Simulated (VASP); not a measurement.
# RuC4 (P-3m1) in VASP: a series of runs, part 2 of 3

VASP 6.6.1.

### Step 3. Single point, PBE

INCAR

```
SYSTEM = RuC4
PREC     = Accurate       ! precision mode
ENCUT    = 520            ! plane-wave cutoff, eV
EDIFF    = 1E-7           ! SCF threshold, eV
ISMEAR   = 0              ! smearing method
SIGMA    = 0.1            ! smearing width, eV
LREAL    = .FALSE.        ! projectors in reciprocal space
LASPH    = .TRUE.         ! aspherical terms in the spheres
NELM     = 80             ! most SCF steps
ALGO     = Normal         ! electronic algorithm
ISIF     = 2              ! what is computed and relaxed
LWAVE    = .FALSE.        ! write WAVECAR
LCHARG   = .FALSE.        ! write CHGCAR
GGA      = PE             ! functional
NBANDS   = 23             ! bands
```

KPOINTS

```
regular mesh
0
G
  18 18 6
  0 0 0
```

POSCAR

```
RuC4
1.0
    2.7052276475      0.0000000000      0.0000000000
   -1.3526138238      2.3427958658      0.0000000000
    0.0000000000      0.0000000000      6.1957757566
Ru C
1 4
Direct
    0.0000000000      0.0000000000      0.0000000000
    0.3333333333      0.6666666667      0.7806691076
    0.3333333333      0.6666666667      0.5432989371
    0.6666666667      0.3333333333      0.2193308924
    0.6666666667      0.3333333333      0.4567010629
```

Potentials or basis: VASP PAW PBE potentials, release 64 (Ru_pv, C).

The run is started by

```sh
$ cat potpaw_PBE.64/Ru_pv/POTCAR potpaw_PBE.64/C/POTCAR > POTCAR
$ mpirun -np 1 vasp_std > vasp.out
```

OUTCAR:

```text
SYSTEM = RuC4
   PREC = Accurate
   ENCUT = 520
   EDIFF = 1E-7
   ISMEAR = 0
   LREAL = .FALSE.
   LASPH = .TRUE.
   NELM = 80
   ISIF = 2
   GGA = PE

 ion  position               nearest neighbor table
   1  0.000  0.000  0.000-   2 2.07   4 2.07   4 2.07   2 2.07   4 2.07   2 2.07
   2  0.333  0.667  0.781-   3 1.47   1 2.07   1 2.07   1 2.07
   3  0.333  0.667  0.543-   2 1.47   5 1.65   5 1.65   5 1.65
   4  0.667  0.333  0.219-   5 1.47   1 2.07   1 2.07   1 2.07
   5  0.667  0.333  0.457-   4 1.47   3 1.65   3 1.65   3 1.65

  LATTYP: Found a hexagonal cell.
 ALAT       =     2.7052276475
 C/A-ratio  =     2.2902973664

  Lattice vectors:

 A1 = (   2.7052276475,   0.0000000000,   0.0000000000)
 A2 = (  -1.3526138238,   2.3427958658,   0.0000000000)
 A3 = (   0.0000000000,   0.0000000000,   6.1957757566)

Analysis of symmetry for initial positions (statically):
=====================================================================
 Subroutine PRICEL returns:
 Original cell was already a primitive cell.

 Routine SETGRP: Setting up the symmetry group for a
 hexagonal supercell.

 Subroutine GETGRP returns: Found 12 space group operations
 (whereof 12 operations were pure point group operations)
 out of a pool of 24 trial point group operations.

The static configuration has the point symmetry D_3d.

Analysis of symmetry for dynamics (positions and initial velocities):
=====================================================================
 Subroutine PRICEL returns:
 Original cell was already a primitive cell.

 Routine SETGRP: Setting up the symmetry group for a
 hexagonal supercell.

 Subroutine GETGRP returns: Found 12 space group operations
 (whereof 12 operations were pure point group operations)
 out of a pool of 24 trial point group operations.

The dynamic configuration has the point symmetry D_3d.

 Subroutine INISYM returns: Found 12 space group operations
 (whereof 12 operations are pure point group operations),
 and found     1 'primitive' translations

----------------------------------------------------------------------------------------

                                     Primitive cell

  volume of cell :      39.2676

  direct lattice vectors                    reciprocal lattice vectors
     2.705227648  0.000000000  0.000000000     0.369654658  0.213420216  0.000000000
    -1.352613824  2.342795866  0.000000000     0.000000000  0.426840432  0.000000000
     0.000000000  0.000000000  6.195775757     0.000000000  0.000000000  0.161400289

  length of vectors
     2.705227648  2.705227648  6.195775757     0.426840432  0.426840432  0.161400289

  position of ions in fractional coordinates (direct lattice)
     0.000000000  0.000000000  0.000000000
     0.333333333  0.666666667  0.780669108
     0.333333333  0.666666667  0.543298937
     0.666666667  0.333333333  0.219330892
     0.666666667  0.333333333  0.456701063

  ion indices of the primitive-cell ions
   primitive index   ion index
                 1           1
                 2           2
                 3           3
                 4           4
                 5           5

----------------------------------------------------------------------------------------

 KPOINTS: regular mesh

Automatic generation of k-mesh.
 Grid dimensions read from file:
 generate k-points for:   18   18    6

 Generating k-lattice:

  Cartesian coordinates                     Fractional coordinates (reciprocal lattice)
     0.020536370  0.011856679  0.000000000     0.055555556  0.000000000  0.000000000
     0.000000000  0.023713357  0.000000000     0.000000000  0.055555556  0.000000000
     0.000000000  0.000000000  0.026900048     0.000000000  0.000000000  0.166666667

  Length of vectors
     0.023713357  0.023713357  0.026900048

  Shift w.r.t. Gamma in fractional coordinates (k-lattice)
     0.000000000  0.000000000  0.000000000

 Subroutine IBZKPT returns following result:
 ===========================================

 Found    202 irreducible k-points:

 Following reciprocal coordinates:
            Coordinates               Weight
  0.000000  0.000000  0.000000      1.000000
  0.055556 -0.000000  0.000000      6.000000
  0.111111 -0.000000  0.000000      6.000000
  0.166667  0.000000  0.000000      6.000000
  0.222222 -0.000000  0.000000      6.000000
  0.277778  0.000000  0.000000      6.000000
[... 16 lines left out ...]
  0.333333  0.111111  0.000000     12.000000
  0.388889  0.111111  0.000000     12.000000
 [... further k-points ...]
   k-points           NKPTS =    202   k-points in BZ     NKDIM =    202   number of bands    NBANDS=     23
   number of dos      NEDOS =    301   number of ions     NIONS =      5
   total plane-waves  NPLWV =  19200
   dimension x,y,z NGX =    20 NGY =   20 NGZ =   48
   dimension x,y,z NGXF=    40 NGYF=   40 NGZF=   96
   ions per type =               1   4
   NGX,Y,Z   is equivalent  to a cutoff of  12.29, 12.29, 12.88 a.u.
   NGXF,Y,Z  is equivalent  to a cutoff of  24.58, 24.58, 25.76 a.u.
 SYSTEM =  RuC4
   PREC   = accura    normal or accurate (medium, high low for compatibility)
   ISTART =      0    job   : 0-new  1-cont  2-samecut
   ICHARG =      2    charge: 1-file 2-atom 10-const
   ISPIN  =      1    spin polarized calculation?
   LNONCOLLINEAR =      F non collinear calculations
   LSORBIT =      F    spin-orbit coupling
   LASPH  =      T    aspherical Exc in radial PAW
   ENCUT  =  520.0 eV  38.22 Ry    6.18 a.u.   5.03  5.03 11.52*2*pi/ulx,y,z
   NELM   =     80;   NELMIN=  2; NELMDL= -5     # of ELM steps
   EDIFF  = 0.1E-06   stopping-criterion for ELM
   LREAL  =      F    real-space projection
   EDIFFG = 0.1E-05   stopping-criterion for IOM
   NSW    =      0    number of steps for IOM
   IBRION =     -1    ionic relax: 0-MD 1-quasi-New 2-CG
   NFREE  =      0    steps in history (QN), initial steepest desc. (CG)
   ISIF   =      2    stress and relaxation
   ISYM   =      2    0-nonsym 1-usesym 2-fastsym
   POTIM  = 0.5000    time-step for ionic-motion
   TEBEG  =    0.0;   TEEND  =   0.0 temperature during run
   PSTRESS=    0.0 pullay stress
   NELECT =      30.0000    total number of electrons
   NUPDOWN=      -1.0000    fix difference up-down
   EMIN   =  10.00;   EMAX   =-10.00  energy-range for DOS
   EFERMI =   0.00;   METHOD = LEGACY
   ISMEAR =     0;   SIGMA  =   0.10  broadening in eV -4-tet -1-fermi 0-gaus
   EFERMI_NEDOS =   21; number of points for ismear=-14 and -15
   IALGO  =     38    algorithm
   IMIX   =      4    mixing-type and parameters
     AMIX     =   0.40;   BMIX     =  1.00
     AMIX_MAG =   1.60;   BMIX_MAG =  1.00
  volume/ion in A,a.u.               =       7.85        53.00
  Fermi-wavevector in a.u.,A,eV,Ry     =   1.496594  2.828152 30.474232  2.239793
  Thomas-Fermi vector in A             =   2.608590
   LORBIT       =      0    0 simple, 1 ext, 2 COOP (PROOUT), +10 PAW based schemes
   GGA     = PE    functional components
   LHFCALC =     F    Hartree Fock is set to
   AEXX    =    0.0000 exact exchange contribution
   IVDW    =     0    specifies the selected vdW correction
   LEPSILON=     F    determine dielectric tensor
   LRPA    =     F    only Hartree local field effects (RPA)
 non-spin polarized calculation
 Gauss-broadening in eV      SIGMA  =   0.10
  energy-cutoff  :      520.00
  volume of cell :       39.27
 maximum number of plane-waves:      1074
   NGX =  9   NGY =  9   NGZ = 23

 number of electron      29.9999996 magnetization

 Free energy of the ion-electron system (eV)
  ---------------------------------------------------
  ext. energy  EPLUGINS =         0.00000000
  ---------------------------------------------------
  free energy    TOTEN  =       -42.60988041 eV

  energy without entropy =      -42.60611988  energy(sigma->0) =      -42.60800015

 E-fermi :  10.5428     XC(G=0): -13.1449

 val. band max:       10.5188017912   @ k =   0.3333   0.2222   0.1667
 cond. band min:      10.5623940864   @ k =   0.3333   0.2778   0.3333
 fundamental gap:      0.0435922951
 Fermi energy:        10.5427923624

 k-point     1 :       0.0000    0.0000    0.0000
  band No.  band energies     occupation
      1     -33.6191      2.00000
      2     -33.2105      2.00000
      3     -33.2105      2.00000
      4      -9.2157      2.00000
      5      -4.6336      2.00000
      6      -2.5914      2.00000
[... 613 lines left out ...]
     22      19.9390      0.00000
     23      20.9002      0.00000

 [... further k-points ...]
[... 5 lines left out ...]
  --------------------------------------------------------------------------------------
  -------------------------------------------------------------------------------------
  Total        0.0328104      0.0328104      0.1262975     -0.0000000      0.0000000      0.0000000
  in kB        1.3387171      1.3387171      5.1531317     -0.0000000      0.0000000      0.0000000
  external PRESSURE =       2.6101886 kB  Pullay stress =       0.0000000 kB

 VOLUME and BASIS-vectors are now :
 -----------------------------------------------------------------------------
  energy-cutoff  :      520.00
  volume of cell :       39.27
      direct lattice vectors                 reciprocal lattice vectors
     2.705227648  0.000000000  0.000000000     0.369654658  0.213420216  0.000000000
    -1.352613824  2.342795866  0.000000000     0.000000000  0.426840432  0.000000000
     0.000000000  0.000000000  6.195775757     0.000000000  0.000000000  0.161400289

 POSITION                                       TOTAL-FORCE (eV/Angst)
 -----------------------------------------------------------------------------------
      0.00000      0.00000      0.00000        -0.000000      0.000000      0.000000
     -0.00000      1.56186      4.83685         0.000000      0.000000      0.032680
     -0.00000      1.56186      3.36616         0.000000     -0.000000     -0.034365
      1.35261      0.78093      1.35893        -0.000000      0.000000     -0.032680
      1.35261      0.78093      2.82962        -0.000000      0.000000      0.034365
 -----------------------------------------------------------------------------------
    total drift:                                0.000000     -0.000000     -0.000000

  FREE ENERGIE OF THE ION-ELECTRON SYSTEM (eV)
  ---------------------------------------------------
  free  energy   TOTEN  =       -42.6098804139 eV

  energy  without entropy=      -42.6061198836  energy(sigma->0) =      -42.60800015
```

Wall time 79 s (1 thread of Intel Xeon 6975P-C (Granite Rapids), shared host); peak memory 0.27 GiB.

Results:

| Property | Result |
| --- | --- |
| Free energy | -42.6099 eV |
| Pressure | 0.3 GPa |
| Largest force | 0.034 eV/Å |
| Band gap on the k mesh | zero (band 15 reaches 10.92 eV, above the bottom of band 16 at 10.13 eV) |

Forces in eV/Å, atoms in the order of the input:
```
Ru   0.000  0.000  0.000
C    0.000  0.000  0.033
C    0.000  0.000 -0.034
C    0.000  0.000 -0.033
C    0.000  0.000  0.034
```

### Step 4. Relaxation of cell and atoms, PBE

This run uses another cell than the first one, of 7.85 Å³/atom, 0.998 times its volume.

INCAR

```
SYSTEM = RuC4
ALGO = Normal
EDIFF = 1E-6
EDIFFG = -0.01
ENCUT = 600
GGA = PE
IBRION = 2
ISIF = 3
ISMEAR = 0
LASPH = .TRUE.
LCHARG = .FALSE.
LREAL = .FALSE.
LWAVE = .FALSE.
NELM = 60
NSW = 100
PREC = Accurate
SIGMA = 0.1
```

KPOINTS

```
k-points
0
G
  18 18 6
  0 0 0
```

POSCAR

```
RuC4
1.0
    2.7026469694      0.0000000000      0.0000000000
   -1.3513234847      2.3405609329      0.0000000000
    0.0000000000      0.0000000000      6.2035831079
Ru C
1 4
Direct
    0.0000000000      0.0000000000      0.0000000000
    0.3333333333      0.6666666667      0.7801892543
    0.3333333333      0.6666666667      0.5432640331
    0.6666666667      0.3333333333      0.2198107457
    0.6666666667      0.3333333333      0.4567359669
```

The run is started by

```sh
$ cat potpaw_PBE.64/Ru_pv/POTCAR potpaw_PBE.64/C/POTCAR > POTCAR
$ mpirun -np 1 vasp_std > vasp.out
```

Run time: 13 min. Hardware: 1 thread of AMD EPYC 7R13, shared host; peak memory 0.28 GiB.

The run converged. Its results:

| Quantity | Value |
| --- | --- |
| Free energy | -42.6145 eV |
| Energy gained by relaxing | 0.1 meV/atom |
| Ionic steps | 5 |
| Pressure after relaxing | 0.1 GPa |
| Largest force after relaxing | 0.004 eV/Å |
| Band gap on the k mesh | zero (band 15 reaches 10.93 eV, above the bottom of band 16 at 10.14 eV) |

Forces on the atoms (eV/Å):
```
Ru   0.000  0.000  0.000
C    0.000  0.000 -0.004
C    0.000  0.000 -0.002
C    0.000  0.000  0.004
C    0.000  0.000  0.002
```

Step by step:
```tsv
step	energy change (eV)	largest force (eV/Å)	pressure (GPa)	volume (Å³)
1	0.0000	0.1271	-0.03	39.24
2	0.0003	0.1631	0.16	39.23
3	-0.0004	0.0402	0.02	39.24
4	-0.0005	0.0318	0.27	39.24
5	-0.0005	0.0036	0.11	39.24
```

Final structure:
```cif
data_structure
_symmetry_space_group_name_H-M 'P 1'
_symmetry_Int_Tables_number 1
_cell_length_a 2.7043
_cell_length_b 2.7043
_cell_length_c 6.1958
_cell_angle_alpha 90.000
_cell_angle_beta 90.000
_cell_angle_gamma 120.000
_cell_volume 39.24
loop_
_atom_site_label
_atom_site_type_symbol
_atom_site_fract_x
_atom_site_fract_y
_atom_site_fract_z
_atom_site_occupancy
Ru1 Ru 0.00000 0.00000 0.00000 1
C1 C 0.33333 0.66667 0.78074 1
C2 C 0.33333 0.66667 0.54322 1
C3 C 0.66667 0.33333 0.21926 1
C4 C 0.66667 0.33333 0.45678 1
```

Levels at points of the mesh, in eV from the Fermi level:
```csv
k point,band 11,band 12,band 13,band 14,band 15,band 16,band 17,band 18,band 19
"(0.00, 0.00, 0.00)",-3.12,-3.12,-2.64,-1.88,-1.88,0.62,0.62,4.66,5.46
"(0.50, 0.00, 0.00)",-6.04,-4.68,-4.54,-3.04,0.31,1.03,1.87,3.59,3.85
"(0.00, 0.00, 0.50)",-3.50,-3.50,-3.42,-2.02,-2.02,2.54,2.54,2.78,2.78
"(0.50, 0.00, 0.50)",-5.87,-3.88,-3.74,-3.58,-0.51,0.31,1.62,3.66,4.49
```

[end of part 2 of 3]
